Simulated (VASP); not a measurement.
# MoSe: single point with PBE

Crystal: MoSe.

```xyz
2
Lattice="0.0000 2.8405 2.8405 2.8405 0.0000 2.8405 2.8405 2.8405 0.0000" Properties=species:S:1:pos:R:3 pbc="T T T"
Mo    0.0000    0.0000    0.0000
Se    1.4203    1.4203    1.4203
```

```json
{
  "Program": "VASP 6.6.1",
  "Task": "single point",
  "Functional": "PBE",
  "Potentials or basis": "VASP PAW PBE potentials, release 64 (Mo_sv, Se)",
  "Cutoff": "520 eV",
  "k mesh": "10 × 10 × 10",
  "Occupations": "gaussian, width 0.05 eV",
  "Spin": "collinear spin, ferromagnetic start",
  "Starting moments": "[0.97, 0.0] μB"
}
```

* Pressure: 0.1 GPa
* Net moment: 1.18 μB per cell
* Site moments: Mo +1.04; Se -0.02 μB
* Valence electrons inside the program's atomic spheres: Mo 12.43; Se 3.97

Levels at points of the mesh, in eV from the Fermi level:
Spin up:
| k point | band 8 | band 9 | band 10 | band 11 | band 12 | band 13 |
| --- | --- | --- | --- | --- | --- | --- |
| (0.00, 0.00, 0.00) | -4.98 | -1.07 | -1.07 | 1.11 | 3.99 | 3.99 |
| (0.50, 0.00, 0.00) | -4.62 | -0.72 | -0.72 | -0.33 | 2.01 | 2.01 |
| (0.50, 0.50, 0.00) | -3.90 | -1.65 | -0.37 | -0.36 | 0.44 | 0.44 |
Spin down:
| k point | band 5 | band 6 | band 7 | band 8 | band 9 | band 10 | band 11 | band 12 | band 13 | band 14 |
| --- | --- | --- | --- | --- | --- | --- | --- | --- | --- | --- |
| (0.00, 0.00, 0.00) | -14.70 | -4.76 | -4.76 | -4.76 | -0.06 | -0.06 | 1.31 | 4.28 | 4.28 | 4.28 |
| (0.50, 0.00, 0.00) | -14.08 | -5.47 | -4.38 | -4.38 | 0.15 | 0.23 | 0.23 | 2.37 | 2.37 | 3.91 |
| (0.50, 0.50, 0.00) | -13.87 | -5.87 | -3.76 | -3.76 | -1.29 | 0.46 | 0.75 | 0.90 | 0.90 | 5.98 |

It took 78 s on 1 thread of Intel(R) Xeon(R) Platinum 8259CL CPU @ 2.50GHz (Skylake/Cascade Lake), on a shared host, peak memory 0.23 GiB.
